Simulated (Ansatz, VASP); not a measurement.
**Ta in VASP and in Ansatz**

```
Ta
1.0
     5.07275    0.00000    0.00000
    -2.53637    4.39313    0.00000
     0.00000    0.00000    2.84848
Ta
3
Direct
  0.00000 0.00000 0.00000
  0.33333 0.66667 0.50000
  0.66667 0.33333 0.50000
```

Alike in both runs: task single point; functional revPBE; k mesh 9 × 9 × 13; occupations fermi-dirac, width 0.1 eV; no spin polarisation.

```csv
,VASP,Ansatz
version,VASP 6.6.1,Ansatz 0.2.0
potentials or method,"VASP PAW PBE potentials, release 64 (Ta_pv), cutoff 520 eV","plane waves (420 eV) with PAW, scalar-relativistic"
valence electrons in the cell,33,39
```

Ansatz gave:

| Item | Value |
| --- | --- |
| pressure (GPa) | -16.4 |
| traceless stress, the component that is largest in VASP (GPa) | -1.28 |

Which values does VASP return?

Pressure (GPa): -16.4; traceless stress, the component that is largest in VASP (GPa): -1.27.

VASP's potentials were made for PBE, not for revPBE. VASP's potentials hold 33 valence electrons a cell and Ansatz's 39, so a difference there can come from the potentials and not from the codes.

Neither program's run includes spin-orbit coupling.
